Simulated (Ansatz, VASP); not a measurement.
**Pd: VASP beside Ansatz**

File INCAR:

```
SYSTEM = Pd
  ALGO = Normal
  EDIFF = 1E-7
  ENCUT = 520
  GGA = PE
  ISIF = 2
  ISMEAR = -1
  LASPH = .True.
  LCHARG = .False.
  LREAL = .False.
  LWAVE = .False.
  NBANDS = 11
  NELM = 60
  PREC = Accurate
  SIGMA = 0.05
```

Contents of KPOINTS:

```
k-points
0
Gamma
  18 18 18
  0 0 0
```

File POSCAR:

```
Pd
1.0
    0.0194490000      1.9546245000      1.9546245000
    1.9546245000      0.0194490000      1.9546245000
    1.9546245000      1.9546245000      0.0194490000
Pd
1
Direct
    0.0000000000      0.0000000000      0.0000000000
```

Input for Ansatz:

```yaml
crystal:
  lattice:
    - [0.019449, 1.9546245, 1.9546245]
    - [1.9546245, 0.019449, 1.9546245]
    - [1.9546245, 1.9546245, 0.019449]
  atoms:
    - { symbol: Pd, position: [0.0, 0.0, 0.0] }
kpoints:
  mp_grid: { grid: [18, 18, 18] }
  band_path:
    path:
      - [0.0, 0.0, 0.0]
      - [0.5, 0.5, 0.5]
      - [0.247543133, 0.5, 0.752456867]
      - [-0.247543133, 0.247543133, 0.5]
      - [0.0, 0.0, 0.5]
      - [0.0, 0.0, 0.0]
      - [-0.3737715665, 0.0, 0.3737715665]
      - [0.0, 0.3737715665, 0.6262284335]
      - [0.0, 0.5, 0.5]
    npoints: 5
scf:
  occupations: { method: fermi_dirac, width: 0.05 }
hamiltonian:
  xc: pbe
  pseudopotentials: { kind: all_electron, lapw: { basis_error: 0.00025 } }
output:
  forces: true
  stress: true
  eigenvalues: true
```

Change from the starting cell: equal xy, yz and zx shear strains of +1 %.

Alike in both runs: task single point; functional PBE; k mesh 18 × 18 × 18; occupations fermi-dirac, width 0.05 eV; no spin polarisation.

|  | VASP | Ansatz |
| --- | --- | --- |
| version | VASP 6.6.1 | Ansatz 0.2.0 |
| potentials or method | VASP PAW PBE potentials, release 64 (Pd), cutoff 520 eV | all-electron LAPW, scalar-relativistic |

VASP gave:

| Property | Result |
| --- | --- |
| pressure (GPa) | 7.3 |
| traceless stress, the component that is largest in VASP (GPa) | -0.79 |

What did Ansatz give for the same quantities?

Pressure (GPa): 7.6; traceless stress, the component that is largest in VASP (GPa): -0.79.

Ansatz ran all-electron here, and VASP with PAW potentials.
